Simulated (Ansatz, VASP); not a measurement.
**Two plane-wave programs on Al**

```xyz
1
Lattice="0.0000 1.9936 2.0240 2.0543 0.0000 2.0240 2.0543 1.9936 0.0000" Properties=species:S:1:pos:R:3 pbc="T T T"
Al    0.0000    0.0000    0.0000
```

Change from the starting cell: strain +0.0150 x Voigt [1, -1, 0, 0, 0, 0], atoms carried along.

Alike in both runs: task single point; functional PBE; k mesh 20 × 20 × 20; occupations gaussian, width 0.15 eV; no spin polarisation.

|  | VASP | Ansatz |
| --- | --- | --- |
| version | VASP 6.6.1 | Ansatz 0.2.0 |
| potentials or method | VASP PAW PBE potentials, release 64 (Al), cutoff 520 eV | scalar-relativistic, plane waves, PAW |
| valence electrons in the cell | 3 | 3 |

|  | VASP | Ansatz | Ansatz less VASP |
| --- | --- | --- | --- |
| gap on the k mesh at the Fermi level (eV) | none | none | - |
| pressure (GPa) | -0.4 | -0.4 | +0.04 |
| traceless stress, the component that is largest in VASP (GPa) | -0.73 | -0.73 | -0.005 |

A gap of «none» marks a metal or a gap that the smearing closes.
